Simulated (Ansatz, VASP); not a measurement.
## Li2Se: VASP beside Ansatz

INCAR

```
SYSTEM = Li2Se
PREC = Accurate ; ENCUT = 750
EDIFF = 1E-6 ; ISMEAR = 0
SIGMA = 0.05 ; LREAL = .False.
LASPH = .True. ; NELM = 120
ALGO = Normal ; ISIF = 2
LWAVE = .False. ; LCHARG = .False.
GGA = PE ; IVDW = 13
NBANDS = 13 ; GGA_COMPAT = .False.
```

File KPOINTS:

```
Automatic mesh
0
Gamma
  8 8 8
  0 0 0
```

POSCAR

```
Li2Se
1.0
    0.0000000000      3.0024997683      3.0024997683
    3.0024997683      0.0000000000      3.0024997683
    3.0024997683      3.0024997683      0.0000000000
Li Se
2 1
Direct
    0.2500000000      0.2500000000      0.2500000000
    0.7500000000      0.7500000000      0.7500000000
    0.0000000000      0.0000000000      0.0000000000
```

Input for Ansatz:

```yaml
crystal:
  lattice:
    - [0.0, 3.0024997683, 3.0024997683]
    - [3.0024997683, 0.0, 3.0024997683]
    - [3.0024997683, 3.0024997683, 0.0]
  atoms:
    - { symbol: Li, position: [0.25, 0.25, 0.25] }
    - { symbol: Li, position: [0.75, 0.75, 0.75] }
    - { symbol: Se, position: [0.0, 0.0, 0.0] }
basis:
  ecutwfc: 420
  ecutrho_ratio: 4
kpoints:
  mp_grid: { grid: [8, 8, 8] }
hamiltonian:
  xc: pbe
  dispersion: d4
scf:
  occupations: { method: gaussian, width: 0.05 }
output:
  forces: true
  stress: true
  eigenvalues: true
```

Alike in both runs: task single point; functional PBE; dispersion D4; k mesh 8 × 8 × 8; occupations gaussian, width 0.05 eV; no spin polarisation.

|  | VASP | Ansatz |
| --- | --- | --- |
| version | VASP 6.6.1 | Ansatz 0.2.0 |
| potentials or method | VASP PAW PBE potentials, release 64 (Li_sv, Se), cutoff 750 eV | scalar-relativistic, plane waves, PAW |
| valence electrons in the cell | 12 | 22 |

Ansatz gave:

```
gap on the k mesh at the Fermi level (eV) : 2.98
least direct gap on the mesh (eV)         : 3.38
pressure (GPa)                            : -1.2
```

Task: Which values does VASP return?

Result: gap on the k mesh at the Fermi level (eV): 2.97; least direct gap on the mesh (eV): 3.38; pressure (GPa): -1.2.

VASP's potentials hold 12 valence electrons a cell and Ansatz's 22, so a difference there can come from the potentials and not from the codes.
